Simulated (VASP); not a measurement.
Li:

```
Li
1.0
     1.71834   -5.45094    0.00000
     1.71834    5.45094    0.00000
     0.00000    0.00000    4.54764
Li
4
Direct
  0.09800 0.90200 0.91000
  0.59800 0.40200 0.59000
  0.90200 0.09800 0.09000
  0.40200 0.59800 0.41000
```

| Item | Value |
| --- | --- |
| Program | VASP 6.6.1 |
| Task | relaxation of cell and atoms |
| Functional | PBE |
| Potentials or basis | VASP PAW PBE potentials, release 64 (Li_sv) |
| Cutoff | 600 eV |
| k mesh | 6 × 6 × 4 |
| Occupations | gaussian, width 0.1 eV |
| Spin | no spin polarisation |

At the start: pressure 2.2 GPa; volume 21.30 Å³/atom.

Task: How do energy, volume and symmetry change on relaxing?

Result: Over 20 steps the energy falls by 442.0 meV/atom and the volume is 20.14 Å³/atom (-5.4 %); space group Cmce (No. 64, to 0.1 Å) before, Fmmm (No. 69, to 0.1 Å).

Step by step:
| step | energy change (eV) | largest force (eV/Å) | pressure (GPa) | volume (Å³) |
| --- | --- | --- | --- | --- |
| 1 | 0.0000 | 1.5080 | 2.20 | 85.19 |
| 2 | -0.4560 | 1.2525 | 0.97 | 88.84 |
| 3 | -1.1920 | 0.6228 | -1.51 | 100.23 |
| 4 | -1.2738 | 0.4611 | -2.07 | 104.55 |
| 5 | -1.2857 | 0.4063 | -2.26 | 106.38 |
| 6 | -1.5149 | 0.2548 | -1.85 | 97.91 |
| 7 | -1.6490 | 0.1302 | -1.05 | 88.11 |
| 8 | -1.6532 | 0.1565 | -0.79 | 86.03 |
| 9 | -1.7042 | 0.1150 | -0.20 | 81.60 |
| 10 | -1.7148 | 0.0907 | 0.23 | 79.06 |
| 11 | -1.7150 | 0.0872 | 0.32 | 78.64 |
| 12 | -1.7252 | 0.0402 | 0.18 | 79.43 |
| 13 | -1.7371 | 0.0615 | -0.05 | 81.15 |
| 14 | -1.7175 | 0.2349 | -0.44 | 84.38 |
| 15 | -1.7386 | 0.1069 | -0.12 | 81.79 |
| 16 | -1.7475 | 0.1105 | -0.16 | 82.04 |
| 17 | -1.7514 | 0.1211 | -0.25 | 82.63 |
| 18 | -1.7546 | 0.1173 | -0.22 | 82.42 |
| 19 | -1.7612 | 0.0919 | -0.15 | 81.87 |
| 20 | -1.7682 | 0.0353 | 0.04 | 80.56 |

Final structure:
```
CELL_PARAMETERS angstrom
1.57952 -5.23124 0.00000
1.57952 5.23124 0.00000
0.00000 0.00000 4.87472
ATOMIC_POSITIONS crystal
Li 0.13172 0.86827 0.99906
Li 0.63172 0.36827 0.50094
Li 0.86827 0.13172 0.00094
Li 0.36827 0.63172 0.49906
```

Caveat: the cutoff is under 1.25 times the usual one of these potentials, so pressure, stress and relaxed cells hold a basis-set (Pulay) error.
